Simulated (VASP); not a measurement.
# ZnIn2Cl4 (I4/mmm) in VASP: a series of runs

ZnIn2Cl4 is run at these levels: PBE; tasks: single point.

Everything below comes from runs of VASP 6.6.1. Logs are shortened: lines on timing, memory, paths and dates and some standing lists are left out, and cuts for length are marked.

### Step 1. The cell of the first run

The structure is tetragonal, space group I4/mmm (No. 139). The conventional cell has a = 7.447 Å, b = 7.447 Å, c = 8.196 Å, α = 90.00°, β = 90.00°, γ = 90.00°. Within 3.1 Å of Zn (site symmetry 4/mmm) lie 4 Cl at 2.36 Å. In (site symmetry -4m2) has 8 Cl at 3.35 Å and 2 In at 4.10 Å and 4 Zn at 4.25 Å within 4.4 Å. Cl (site symmetry m2m) has 1 Zn at 2.36 Å within 3.1 Å.

### Step 2. Single point, PBE

INCAR reads:

```
SYSTEM = ZnIn2Cl4
PREC = Accurate
ENCUT = 520
EDIFF = 1E-6
ISMEAR = 0
SIGMA = 0.1
LREAL = .False.
LASPH = .True.
NELM = 100
ALGO = Normal
ISIF = 2
LWAVE = .False.
LCHARG = .False.
GGA = PE
NBANDS = 42
```

KPOINTS reads:

```
Automatic mesh
0
Gamma
  4 4 4
  0 0 0
```

POSCAR reads:

```
ZnIn2Cl4
1.0
   -3.7232842000      3.7232842000      4.0981992000
    3.7232842000     -3.7232842000      4.0981992000
    3.7232842000      3.7232842000     -4.0981992000
Zn In Cl
1 2 4
Direct
    0.0000000000      0.0000000000      0.0000000000
    0.7500000000      0.2500000000      0.5000000000
    0.2500000000      0.7500000000      0.5000000000
    0.2240225000      0.2240225000      0.4480450000
    0.2240225000      0.7759775000      0.0000000000
    0.7759775000      0.7759775000      0.5519550000
    0.7759775000      0.2240225000      0.0000000000
```

Potentials or basis: VASP PAW PBE potentials, release 64 (Zn, In_d, Cl).

Command:

```bash
cat potpaw_PBE.64/Zn/POTCAR potpaw_PBE.64/In_d/POTCAR potpaw_PBE.64/Cl/POTCAR > POTCAR
mpirun -np 1 vasp_std > vasp.out
```

OUTCAR:

```text
SYSTEM = ZnIn2Cl4
   PREC = Accurate
   ENCUT = 520
   EDIFF = 1E-6
   ISMEAR = 0
   LREAL = .False.
   LASPH = .True.
   NELM = 100
   ISIF = 2
   GGA = PE

 ion  position               nearest neighbor table
   1  0.000  0.000  0.000-   5 2.36   7 2.36   6 2.36   4 2.36
   2  0.750  0.250  0.500-
   3  0.250  0.750  0.500-
   4  0.224  0.224  0.448-   1 2.36
   5  0.224  0.776  0.000-   1 2.36
   6  0.776  0.776  0.552-   1 2.36
   7  0.776  0.224  0.000-   1 2.36

  LATTYP: Found a body centered tetragonal cell.
 ALAT       =     7.4465684000
 C/A-ratio  =     1.1006947039

  Lattice vectors:

 A1 = (  -3.7232842000,   3.7232842000,   4.0981992000)
 A2 = (   3.7232842000,  -3.7232842000,   4.0981992000)
 A3 = (   3.7232842000,   3.7232842000,  -4.0981992000)

Analysis of symmetry for initial positions (statically):
=====================================================================
 Subroutine PRICEL returns:
 Original cell was already a primitive cell.

 Routine SETGRP: Setting up the symmetry group for a
 body centered tetragonal supercell.

 Subroutine GETGRP returns: Found 16 space group operations
 (whereof 16 operations were pure point group operations)
 out of a pool of 16 trial point group operations.

The static configuration has the point symmetry D_4h.

Analysis of symmetry for dynamics (positions and initial velocities):
=====================================================================
 Subroutine PRICEL returns:
 Original cell was already a primitive cell.

 Routine SETGRP: Setting up the symmetry group for a
 body centered tetragonal supercell.

 Subroutine GETGRP returns: Found 16 space group operations
 (whereof 16 operations were pure point group operations)
 out of a pool of 16 trial point group operations.

The dynamic configuration has the point symmetry D_4h.

 Subroutine INISYM returns: Found 16 space group operations
 (whereof 16 operations are pure point group operations),
 and found     1 'primitive' translations

----------------------------------------------------------------------------------------

                                     Primitive cell

  volume of cell :     227.2508

  direct lattice vectors                    reciprocal lattice vectors
    -3.723284200  3.723284200  4.098199200     0.000000000  0.134290044  0.122004806
     3.723284200 -3.723284200  4.098199200     0.134290044  0.000000000  0.122004806
     3.723284200  3.723284200 -4.098199200     0.134290044  0.134290044  0.000000000

  length of vectors
     6.672400404  6.672400404  6.672400404     0.181435908  0.181435908  0.189914802

  position of ions in fractional coordinates (direct lattice)
     0.000000000  0.000000000  0.000000000
     0.750000000  0.250000000  0.500000000
     0.250000000  0.750000000  0.500000000
     0.224022500  0.224022500  0.448045000
     0.224022500  0.775977500  0.000000000
     0.775977500  0.775977500  0.551955000
     0.775977500  0.224022500  0.000000000

  ion indices of the primitive-cell ions
   primitive index   ion index
                 1           1
                 2           2
                 3           3
                 4           4
                 5           5
                 6           6
                 7           7

----------------------------------------------------------------------------------------

 KPOINTS: Automatic mesh

Automatic generation of k-mesh.
 Grid dimensions read from file:
 generate k-points for:    4    4    4

 Generating k-lattice:

  Cartesian coordinates                     Fractional coordinates (reciprocal lattice)
     0.000000000  0.033572511  0.030501202     0.250000000  0.000000000 -0.000000000
     0.033572511  0.000000000  0.030501202     0.000000000  0.250000000 -0.000000000
     0.033572511  0.033572511  0.000000000     0.000000000  0.000000000  0.250000000

  Length of vectors
     0.045358977  0.045358977  0.047478700

  Shift w.r.t. Gamma in fractional coordinates (k-lattice)
     0.000000000  0.000000000  0.000000000

 Subroutine IBZKPT returns following result:
 ===========================================

 Found     13 irreducible k-points:

 Following reciprocal coordinates:
            Coordinates               Weight
  0.000000  0.000000  0.000000      1.000000
  0.250000  0.000000  0.000000      8.000000
  0.500000  0.000000  0.000000      4.000000
  0.250000  0.250000  0.000000      8.000000
  0.500000  0.250000  0.000000     16.000000
 -0.250000  0.250000  0.000000      4.000000
  0.500000  0.500000  0.000000      2.000000
  0.250000  0.250000  0.250000      2.000000
 -0.250000  0.250000  0.250000      4.000000
  0.500000  0.500000  0.250000      4.000000
 -0.250000  0.500000  0.250000      8.000000
 -0.250000 -0.250000  0.250000      2.000000
  0.500000  0.500000  0.500000      1.000000
   k-points           NKPTS =     13   k-points in BZ     NKDIM =     13   number of bands    NBANDS=     42
   number of dos      NEDOS =    301   number of ions     NIONS =      7
   total plane-waves  NPLWV = 125000
   dimension x,y,z NGX =    50 NGY =   50 NGZ =   50
   dimension x,y,z NGXF=   100 NGYF=  100 NGZF=  100
   ions per type =               1   2   4
   NGX,Y,Z   is equivalent  to a cutoff of  12.46, 12.46, 12.46 a.u.
   NGXF,Y,Z  is equivalent  to a cutoff of  24.92, 24.92, 24.92 a.u.
 SYSTEM =  ZnIn2Cl4
   PREC   = accura    normal or accurate (medium, high low for compatibility)
   ISTART =      0    job   : 0-new  1-cont  2-samecut
   ICHARG =      2    charge: 1-file 2-atom 10-const
   ISPIN  =      1    spin polarized calculation?
   LNONCOLLINEAR =      F non collinear calculations
   LSORBIT =      F    spin-orbit coupling
   LASPH  =      T    aspherical Exc in radial PAW
   ENCUT  =  520.0 eV  38.22 Ry    6.18 a.u.  12.41 12.41 12.41*2*pi/ulx,y,z
   NELM   =    100;   NELMIN=  2; NELMDL= -5     # of ELM steps
   EDIFF  = 0.1E-05   stopping-criterion for ELM
   LREAL  =      F    real-space projection
   EDIFFG = 0.1E-04   stopping-criterion for IOM
   NSW    =      0    number of steps for IOM
   IBRION =     -1    ionic relax: 0-MD 1-quasi-New 2-CG
   NFREE  =      0    steps in history (QN), initial steepest desc. (CG)
   ISIF   =      2    stress and relaxation
   ISYM   =      2    0-nonsym 1-usesym 2-fastsym
   POTIM  = 0.5000    time-step for ionic-motion
   TEBEG  =    0.0;   TEEND  =   0.0 temperature during run
   PSTRESS=    0.0 pullay stress
   NELECT =      66.0000    total number of electrons
   NUPDOWN=      -1.0000    fix difference up-down
   EMIN   =  10.00;   EMAX   =-10.00  energy-range for DOS
   EFERMI =   0.00;   METHOD = LEGACY
   ISMEAR =     0;   SIGMA  =   0.10  broadening in eV -4-tet -1-fermi 0-gaus
   EFERMI_NEDOS =   21; number of points for ismear=-14 and -15
   IALGO  =     38    algorithm
   IMIX   =      4    mixing-type and parameters
     AMIX     =   0.40;   BMIX     =  1.00
     AMIX_MAG =   1.60;   BMIX_MAG =  1.00
  volume/ion in A,a.u.               =      32.46       219.08
  Fermi-wavevector in a.u.,A,eV,Ry     =   1.084146  2.048738 15.991907  1.175372
  Thomas-Fermi vector in A             =   2.220229
   LORBIT       =      0    0 simple, 1 ext, 2 COOP (PROOUT), +10 PAW based schemes
   GGA     = PE    functional components
   LHFCALC =     F    Hartree Fock is set to
   AEXX    =    0.0000 exact exchange contribution
   IVDW    =     0    specifies the selected vdW correction
   LEPSILON=     F    determine dielectric tensor
   LRPA    =     F    only Hartree local field effects (RPA)
 non-spin polarized calculation
 Gauss-broadening in eV      SIGMA  =   0.10
  energy-cutoff  :      520.00
  volume of cell :      227.25
 maximum number of plane-waves:      6148
 NGX is ok and might be reduce to    50
   NGX = 25   NGY = 25   NGZ = 25

 number of electron      66.0000022 magnetization

 Free energy of the ion-electron system (eV)
  ---------------------------------------------------
  ext. energy  EPLUGINS =         0.00000000
  ---------------------------------------------------
  free energy    TOTEN  =       -19.78524762 eV

  energy without entropy =      -19.78524762  energy(sigma->0) =      -19.78524762

 E-fermi :   1.2863     XC(G=0):  -7.6768

 val. band max:        0.7994930518   @ k =   0.5000   0.5000   0.5000
 cond. band min:       3.0476521074   @ k =   0.5000   0.5000   0.5000
 fundamental gap:      2.2481590556
 Fermi energy:         1.2863200965

 k-point     1 :       0.0000    0.0000    0.0000
  band No.  band energies     occupation
      1     -13.7921      2.00000
      2     -13.3734      2.00000
      3     -13.3734      2.00000
      4     -13.2149      2.00000
      5     -12.3704      2.00000
      6     -12.3480      2.00000
[... 34 lines left out ...]
     41       7.5962      0.00000
     42       7.6141      0.00000

 k-point     2 :       0.2500    0.0000    0.0000
  band No.  band energies     occupation
      1     -13.7601      2.00000
      2     -13.3881      2.00000
      3     -13.3637      2.00000
      4     -13.2038      2.00000
      5     -12.3634      2.00000
      6     -12.3481      2.00000
[... 34 lines left out ...]
     41       6.4076      0.00000
     42       8.2207      0.00000

 k-point     3 :       0.5000    0.0000    0.0000
  band No.  band energies     occupation
      1     -13.7237      2.00000
      2     -13.4071      2.00000
      3     -13.3537      2.00000
      4     -13.1922      2.00000
      5     -12.3480      2.00000
      6     -12.3479      2.00000
[... 402 lines left out ...]
      4     -13.1627      2.00000
      5     -12.3479      2.00000
      6     -12.3471      2.00000
[... 34 lines left out ...]
     41       5.5680      0.00000
     42       8.3747      0.00000

 k-point    13 :       0.5000    0.5000    0.5000
  band No.  band energies     occupation
      1     -13.7052      2.00000
      2     -13.3887      2.00000
      3     -13.3887      2.00000
      4     -13.1057      2.00000
      5     -12.3699      2.00000
      6     -12.3511      2.00000
[... 34 lines left out ...]
     41       6.0803      0.00000
     42       7.2207      0.00000

------------------------ aborting loop because EDIFF is reached ----------------------------------------

  FORCE on cell =-STRESS in cart. coord.  units (eV):
  Direction    XX          YY          ZZ          XY          YZ          ZX
  --------------------------------------------------------------------------------------
  -------------------------------------------------------------------------------------
  Total       -0.0074390     -0.0074390     -0.0683875      0.0000000     -0.0000000      0.0000000
  in kB       -0.0524466     -0.0524466     -0.4821495      0.0000000     -0.0000000      0.0000000
  external PRESSURE =      -0.1956809 kB  Pullay stress =       0.0000000 kB

 VOLUME and BASIS-vectors are now :
 -----------------------------------------------------------------------------
  energy-cutoff  :      520.00
  volume of cell :      227.25
      direct lattice vectors                 reciprocal lattice vectors
    -3.723284200  3.723284200  4.098199200     0.000000000  0.134290044  0.122004806
     3.723284200 -3.723284200  4.098199200     0.134290044  0.000000000  0.122004806
     3.723284200  3.723284200 -4.098199200     0.134290044  0.134290044  0.000000000

 POSITION                                       TOTAL-FORCE (eV/Angst)
 -----------------------------------------------------------------------------------
      0.00000      0.00000      0.00000        -0.000000      0.000000     -0.000000
      0.00000      3.72328      2.04910        -0.000000      0.000000     -0.000000
      3.72328      0.00000      2.04910        -0.000000      0.000000     -0.000000
      1.66820      1.66820     -0.00000         0.007118      0.007118      0.000000
      2.05509     -2.05509      4.09820        -0.007118      0.007118     -0.000000
      2.05509      2.05509      4.09820        -0.007118     -0.007118     -0.000000
     -2.05509      2.05509      4.09820         0.007118     -0.007118     -0.000000
 -----------------------------------------------------------------------------------
    total drift:                               -0.000000      0.000000     -0.000000

  FREE ENERGIE OF THE ION-ELECTRON SYSTEM (eV)
  ---------------------------------------------------
  free  energy   TOTEN  =       -19.7852476208 eV

  energy  without entropy=      -19.7852476208  energy(sigma->0) =      -19.78524762
```

It took 1.9 min on 1 thread of Intel Xeon Platinum 8488C (Sapphire Rapids), shared host; peak memory 0.4 GiB.

What came out:

- Free energy: -19.7852 eV
- Pressure: 0.0 GPa
- Largest force: 0.010 eV/Å
- Band gap on the k mesh: 2.25 eV, direct

Forces on the atoms (eV/Å):
```
Zn   0.000  0.000  0.000
In   0.000  0.000  0.000
In   0.000  0.000  0.000
Cl   0.007  0.007  0.000
Cl  -0.007  0.007  0.000
Cl  -0.007 -0.007  0.000
Cl   0.007 -0.007  0.000
```

Caveat: spin-orbit coupling is left out, which moves the levels of the heavy elements.

### Step 3. Single point, PBE

INCAR reads:

```
ALGO     = Normal         # electronic algorithm
EDIFF    = 1E-6           # SCF threshold, eV
ENCUT    = 520            # plane-wave cutoff, eV
GGA      = PE             # functional
ISIF     = 2              # what is computed and relaxed
ISMEAR   = 0              # smearing method
LASPH    = True           # aspherical terms in the spheres
LCHARG   = True           # write CHGCAR
LELF     = True           # ELF
LREAL    = False          # projectors in reciprocal space
LVHAR    = True         
LWAVE    = False          # write WAVECAR
NBANDS   = 42             # bands
NELM     = 60             # most SCF steps
PREC     = Accurate       # precision mode
SIGMA    = 0.1            # smearing width, eV
```

KPOINTS reads:

```
k-points
0
Gamma
  4 4 4
```

POSCAR reads:

```
ZnIn2Cl4
1.0
    3.7232842000      3.7232842000     -4.0981992000
   -3.7232842000      3.7232842000      4.0981992000
    3.7232842000     -3.7232842000      4.0981992000
Zn In Cl
1 2 4
Direct
    0.0000000000      0.0000000000      0.0000000000
    0.5000000000      0.7500000000      0.2500000000
    0.5000000000      0.2500000000      0.7500000000
    0.4480450000      0.2240225000      0.2240225000
    1.0000000000      0.2240225000      0.7759775000
    0.5519550000      0.7759775000      0.7759775000
    0.0000000000      0.7759775000      0.2240225000
```

Potentials or basis: VASP PAW PBE potentials, release 64 (Zn, In_d, Cl).

Command:

```bash
cat potpaw_PBE.64/Zn/POTCAR potpaw_PBE.64/In_d/POTCAR potpaw_PBE.64/Cl/POTCAR > POTCAR
mpirun -np 1 vasp_std > vasp.out
```

Run time: 2 min. Hardware: 1 thread of Intel Xeon Platinum 8488C (Sapphire Rapids), shared host; peak memory 0.39 GiB.

The run converged. Its results:

```
Free energy            : -19.7852 eV
Pressure               : 0.0 GPa
Largest force          : 0.010 eV/Å
Band gap on the k mesh : 2.25 eV, direct
```

Forces on the atoms (eV/Å):
```
Zn   0.000  0.000  0.000
In   0.000  0.000  0.000
In   0.000  0.000  0.000
Cl   0.007  0.007  0.000
Cl  -0.007  0.007  0.000
Cl  -0.007 -0.007  0.000
Cl   0.007 -0.007  0.000
```

Levels at points of the mesh, in eV from the valence-band top:
```csv
k point,band 30,band 31,band 32,band 33,band 34,band 35,band 36,band 37
"(0.00, 0.00, 0.00)",-1.95,-1.64,-1.30,-1.05,2.79,3.80,4.49,5.17
"(0.50, 0.00, 0.00)",-1.83,-1.57,-0.71,-0.38,3.03,3.69,3.91,3.96
"(0.00, 0.50, 0.00)",-1.67,-1.18,-0.72,-0.60,3.31,3.50,3.77,4.37
"(0.50, 0.50, 0.50)",-1.34,-1.09,-0.15,0.00,2.25,3.12,3.12,3.50
```

Caveat: spin-orbit coupling is left out, which moves the levels of the heavy elements.

### Step 4. Single point, PBE

INCAR reads:

```
SYSTEM = ZnIn2Cl4
ALGO = Normal ; EDIFF = 1E-7
ENCUT = 520 ; GGA = PE
ISIF = 2 ; ISMEAR = 0
LASPH = .True. ; LCHARG = .True.
LELF = .True. ; LREAL = .False.
LVHAR = .True. ; LWAVE = .False.
NBANDS = 42 ; NELM = 100
PREC = Accurate ; SIGMA = 0.02
```

KPOINTS reads:

```
k-points
0
Gamma
  6 6 6
  0 0 0
```

POSCAR reads:

```
ZnIn2Cl4
1.0
   -3.7232842000      3.7232842000      4.0981992000
    3.7232842000     -3.7232842000      4.0981992000
    3.7232842000      3.7232842000     -4.0981992000
Zn In Cl
1 2 4
Direct
    0.0000000000      0.0000000000      0.0000000000
    0.7500000000      0.2500000000      0.5000000000
    0.2500000000      0.7500000000      0.5000000000
    0.2240225000      0.2240225000      0.4480450000
    0.2240225000      0.7759775000      0.0000000000
    0.7759775000      0.7759775000      0.5519550000
    0.7759775000      0.2240225000      0.0000000000
```

Command:

```bash
cat potpaw_PBE.64/Zn/POTCAR potpaw_PBE.64/In_d/POTCAR potpaw_PBE.64/Cl/POTCAR > POTCAR
mpirun -np 1 vasp_std > vasp.out
```

Wall time 4.9 min (1 thread of Intel Xeon Platinum 8488C (Sapphire Rapids), shared host); peak memory 0.48 GiB.

The run converged. Its results:

```
Free energy            : -19.7862 eV
Pressure               : 0.0 GPa
Largest force          : 0.011 eV/Å
Band gap on the k mesh : 2.25 eV, direct
```

Forces in eV/Å, atoms in the order of the input:
```
Zn   0.000  0.000  0.000
In   0.000  0.000  0.000
In   0.000  0.000  0.000
Cl   0.008  0.008  0.000
Cl  -0.008  0.008  0.000
Cl  -0.008 -0.008  0.000
Cl   0.008 -0.008  0.000
```

Levels at points of the mesh, in eV from the valence-band top:
| k point | band 31 | band 32 | band 33 | band 34 | band 35 | band 36 |
| --- | --- | --- | --- | --- | --- | --- |
| (0.00, 0.00, 0.00) | -1.64 | -1.30 | -1.05 | 2.79 | 3.80 | 4.49 |
| (0.50, 0.00, 0.00) | -1.18 | -0.72 | -0.60 | 3.31 | 3.50 | 3.77 |
| (0.50, 0.50, 0.00) | -1.57 | -0.71 | -0.38 | 3.03 | 3.69 | 3.91 |
| (0.50, 0.50, 0.50) | -1.09 | -0.15 | 0.00 | 2.25 | 3.12 | 3.12 |

Caveat: spin-orbit coupling is left out, which moves the levels of the heavy elements. A k mesh can miss the band edges.

### Step 5. Single point, PBE

INCAR reads:

```
ALGO = Normal
EDIFF = 1E-6
ENCUT = 520
GGA = PE
ISIF = 2
ISMEAR = 0
LASPH = True
LCHARG = True
LELF = True
LREAL = False
LVHAR = True
LWAVE = False
NBANDS = 42
NELM = 60
PREC = Accurate
SIGMA = 0.02
```

KPOINTS reads:

```
k-points
0
Gamma
  6 6 6
```

POSCAR is that of step 4.

Command:

```bash
cat potpaw_PBE.64/Zn/POTCAR potpaw_PBE.64/In_d/POTCAR potpaw_PBE.64/Cl/POTCAR > POTCAR
mpirun -np 1 vasp_std > vasp.out
```

Run time: 4.3 min. Hardware: 1 thread of Intel Xeon Platinum 8488C (Sapphire Rapids), shared host; peak memory 0.48 GiB.

The run converged. Its results:

- Free energy: -19.7862 eV
- Pressure: 0.0 GPa
- Largest force: 0.011 eV/Å
- Band gap on the k mesh: 2.25 eV, direct

Forces in eV/Å, atoms in the order of the input:
```
Zn   0.000  0.000  0.000
In   0.000  0.000  0.000
In   0.000  0.000  0.000
Cl   0.008  0.008  0.000
Cl  -0.008  0.008  0.000
Cl  -0.008 -0.008  0.000
Cl   0.008 -0.008  0.000
```

Levels at points of the mesh, in eV from the valence-band top:
```csv
k point,band 30,band 31,band 32,band 33,band 34,band 35,band 36,band 37
"(0.00, 0.00, 0.00)",-1.95,-1.64,-1.30,-1.05,2.79,3.80,4.49,5.17
"(0.50, 0.00, 0.00)",-1.67,-1.18,-0.72,-0.60,3.31,3.50,3.77,4.37
"(0.50, 0.50, 0.00)",-1.83,-1.57,-0.71,-0.38,3.03,3.69,3.91,3.96
"(0.50, 0.50, 0.50)",-1.34,-1.09,-0.15,0.00,2.25,3.12,3.12,3.50
```

Caveat: spin-orbit coupling is left out, which moves the levels of the heavy elements.

### Step 6. The runs side by side

```csv
cell,k mesh,smearing,gap on the mesh (eV),pressure (GPa),largest force (eV/Å)
"a = 6.672 Å, angles 112.2, 112.2, 104.2°, 7 atoms",4 × 4 × 4,gaussian 0.1 eV,2.25,0.0,0.01
"a = 6.672 Å, angles 104.2, 112.2, 112.2°, 7 atoms",4 × 4 × 4,gaussian 0.1 eV,2.25,0.0,0.01
"a = 6.672 Å, angles 112.2, 112.2, 104.2°, 7 atoms",6 × 6 × 6,gaussian 0.02 eV,2.25,0.0,0.01
```

Alike in all rows: task single point; level PBE; potentials or basis VASP PAW PBE potentials, release 64 (Zn, In_d, Cl); no spin polarisation; cutoff (eV) 520.

Caveats: spin-orbit coupling is left out, which moves the levels of the heavy elements.

Absolute energies hang on the potentials; compare differences alone.
